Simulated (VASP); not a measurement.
Write the native input for VASP 6.6.1 that does the following.

* Task: single point
* Functional: PBE
* Potentials or basis: VASP PAW PBE potentials, release 64 (C)
* Cutoff: 520 eV
* k mesh: 12 × 12 × 1
* Occupations: fermi-dirac, width 0.02 eV
* Spin: no spin polarisation
* Dipole correction: yes
* Further INCAR settings: ALGO = Normal; EDIFF = 1e-07; NBANDS = 21

The structure of C lies in POSCAR:

```
C
1.0
    2.5255274272      0.0000000000      0.0000000000
    0.0000000000      2.5255274272      0.0000000000
    0.0000000000      0.0000000000     20.4645000000
C
6
Direct
    0.7500000000      0.0000000000      0.3948521960
    0.2500000000      0.0000000000      0.4327926308
    0.2500000000      0.5000000000      0.4789464847
    0.7500000000      0.5000000000      0.5210535160
    0.7500000000      0.0000000000      0.5672073679
    0.2500000000      0.0000000000      0.6051478046
```

The input as run:

INCAR

```
SYSTEM = C
  PREC = Accurate
  ENCUT = 520
  EDIFF = 1E-7
  ISMEAR = -1
  SIGMA = 0.02
  LREAL = .False.
  LASPH = .True.
  NELM = 100
  ALGO = Normal
  ISIF = 2
  LWAVE = .False.
  LCHARG = .True.
  LDIPOL = .True.
  IDIPOL = 3
  DIPOL = 0.5 0.5 0.500
  GGA = PE
  LELF = .True.
  LVHAR = .True.
  LVACPOTAV = .True.
  NBANDS = 21
```

KPOINTS

```
regular mesh
0
Gamma
  12 12 1
  0 0 0
```

Potentials or basis: VASP PAW PBE potentials, release 64 (C).

Launch:

```bash
$ cat potpaw_PBE.64/C/POTCAR > POTCAR
$ mpirun -np 1 vasp_std > vasp.out
```

Results of the run:

| Item | Value |
| --- | --- |
| Largest force | 0.045 eV/Å |
| Band gap on the k mesh | zero (band 12 reaches -2.32 eV, above the bottom of band 13 at -3.10 eV) |

Run time: 2.5 min on 1 thread of AMD EPYC 9R45 96-Core Processor (Zen 5) (shared host), peak memory 0.24 GiB.
